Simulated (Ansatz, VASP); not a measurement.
**FeO: VASP beside Ansatz**

```
Fe O
1.0
     2.61247    0.00000    0.00000
     0.00000    2.61247    0.00000
     0.00000    0.00000    2.61247
Fe O
1 1
Direct
  0.00000 0.00000 0.00000
  0.50000 0.50000 0.50000
```

Alike in both runs: task single point; functional PBE; k mesh 10 × 10 × 10; occupations fermi-dirac, width 0.05 eV; no spin polarisation.

|  | VASP | Ansatz |
| --- | --- | --- |
| version | VASP 6.6.1 | Ansatz 0.2.0 |
| potentials or method | VASP PAW PBE potentials, release 64 (Fe, O) | Ansatz PAW |
| plane-wave cutoff (eV) | 520 | 420 |
| valence electrons in the cell | 14 | 22 |

```csv
,VASP,Ansatz,Ansatz less VASP
gap on the k mesh at the Fermi level (eV),none,none,-
pressure (GPa),-17.0,-17.1,-0.04
```

A gap of «none» marks a metal or a gap that the smearing closes. VASP's potentials hold 14 valence electrons a cell and Ansatz's 22, so a difference there can come from the potentials and not from the codes.
